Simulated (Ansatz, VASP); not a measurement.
Two plane-wave programs on Hf

File INCAR:

```
SYSTEM = Hf
PREC = Accurate
ENCUT = 520
EDIFF = 1E-6
ISMEAR = 1
SIGMA = 0.1
LREAL = .False.
LASPH = .True.
NELM = 60
ALGO = Normal
ISIF = 2
LWAVE = .False.
LCHARG = .False.
GGA = PE
NBANDS = 17
```

Contents of KPOINTS:

```
regular mesh
0
Gamma
  29 29 16
  0 0 0
```

Contents of POSCAR:

```
Hf
1.0
    3.2048063930      0.0000000000      0.0000000000
   -1.6024031960      2.7754437500      0.0000000000
    0.0000000000      0.0000000000      5.0671622890
Hf
2
Direct
    0.0000000000      0.0000000000      0.0000000000
    0.3333333333      0.6666666667      0.5000000000
```

Input for Ansatz:

```yaml
crystal:
  lattice:
    - [3.204806393, 0.0, 0.0]
    - [-1.602403196, 2.77544375, 0.0]
    - [0.0, 0.0, 5.067162289]
  atoms:
    - { symbol: Hf, position: [0.0, 0.0, 0.0] }
    - { symbol: Hf, position: [0.3333333333, 0.6666666667, 0.5] }
kpoints:
  mp_grid: { grid: [29, 29, 16] }
scf:
  occupations: { method: cold, width: 0.1 }
hamiltonian:
  xc: pbe
  pseudopotentials: { kind: paw, azcp: { folder: soft_1 } }
output:
  forces: true
  stress: true
  populations: false
```

Alike in both runs: task single point; functional PBE; k mesh 29 × 29 × 16; no spin polarisation.

|  | VASP | Ansatz |
| --- | --- | --- |
| version | VASP 6.6.1 | Ansatz 0.2.0 |
| potentials or method | VASP PAW PBE potentials, release 64 (Hf_pv) | plane-wave PAW, scalar-relativistic |
| plane-wave cutoff (eV) | 520 | 420 |
| occupations | methfessel-paxton of order 1, width 0.1 eV | cold, width 0.1 eV |
| valence electrons in the cell | 20 | 52 |

VASP gave:

```
pressure (GPa)                                                : -0.4
traceless stress, the component that is largest in VASP (GPa) : -0.07
```

What did Ansatz give for the same quantities?

Pressure (GPa): 0.0; traceless stress, the component that is largest in VASP (GPa): 0.00.

VASP's potentials hold 20 valence electrons a cell and Ansatz's 52, so a difference there can come from the potentials and not from the codes.

Spin-orbit coupling is off throughout.
